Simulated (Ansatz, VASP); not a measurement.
**One calculation of LiCl, two programs**

The input POSCAR:

```
LiCl
1.0
    0.0000000000      2.5560252063      2.5560252063
    2.5560252063      0.0000000000      2.5560252063
    2.5560252063      2.5560252063      0.0000000000
Li Cl
1 1
Direct
    0.0000000000      0.0000000000      0.0000000000
    0.5000000000      0.5000000000      0.5000000000
```

INCAR.step1

```
SYSTEM = LiCl
PREC = Accurate
ENCUT = 520
EDIFF = 1E-5
ISMEAR = 0
SIGMA = 0.01
LREAL = .False.
LASPH = .True.
NELM = 80
ALGO = Normal
ISIF = 2
LWAVE = .True.
LCHARG = .False.
NBANDS = 12
GGA = PE
```

INCAR.step2

```
SYSTEM = LiCl
PREC = Accurate
ENCUT = 520
EDIFF = 1E-6
ISMEAR = 0
SIGMA = 0.01
LREAL = .False.
LASPH = .True.
NELM = 80
ALGO = Normal
ISIF = 2
LWAVE = .False.
LCHARG = .False.
GGA = PE
LHFCALC = .True.
AEXX = 0.35
PRECFOCK = Normal
NBANDS = 12
ISTART = 1
```

KPOINTS

```
regular mesh
0
Gamma
  4 4 4
  0 0 0
```

Input for Ansatz:

```yaml
crystal:
  lattice:
    - [0.0, 2.5560252063, 2.5560252063]
    - [2.5560252063, 0.0, 2.5560252063]
    - [2.5560252063, 2.5560252063, 0.0]
  atoms:
    - { symbol: Li, position: [0.0, 0.0, 0.0] }
    - { symbol: Cl, position: [0.5, 0.5, 0.5] }
kpoints:
  mp_grid: { grid: [4, 4, 4] }
hamiltonian:
  xc: { exchange: pbe, correlation: pbe, exx: { coeff: 0.35 } }
scf:
  occupations: { method: fixed }
  n_extra_bands: 4
output:
  forces: true
  stress: true
  eigenvalues: true
```

Alike in both runs: task single point; functional PBE-based global hybrid; k mesh 4 × 4 × 4; no spin polarisation.

```csv
,VASP,Ansatz
version,VASP 6.6.1,Ansatz 0.2.0
potentials or method,"VASP PAW PBE potentials, release 64 (Li_sv, Cl)",plane waves
plane-wave cutoff (eV),520,420
occupations,"gaussian, width 0.01 eV",fixed
valence electrons in the cell,10,10
```

|  | VASP | Ansatz | Ansatz less VASP |
| --- | --- | --- | --- |
| gap on the k mesh at the Fermi level (eV) | 9.41 | 9.38 | -0.035 |

VASP's potentials were made for PBE, not for PBE-based global hybrid. Ansatz's warnings: stress exchange threshold loose, stress scf threshold loose.

The k mesh is coarse, so the values compare programs but aren't converged. Noted on VASP's run: the cutoff is short for stress, so the pressure is rough.
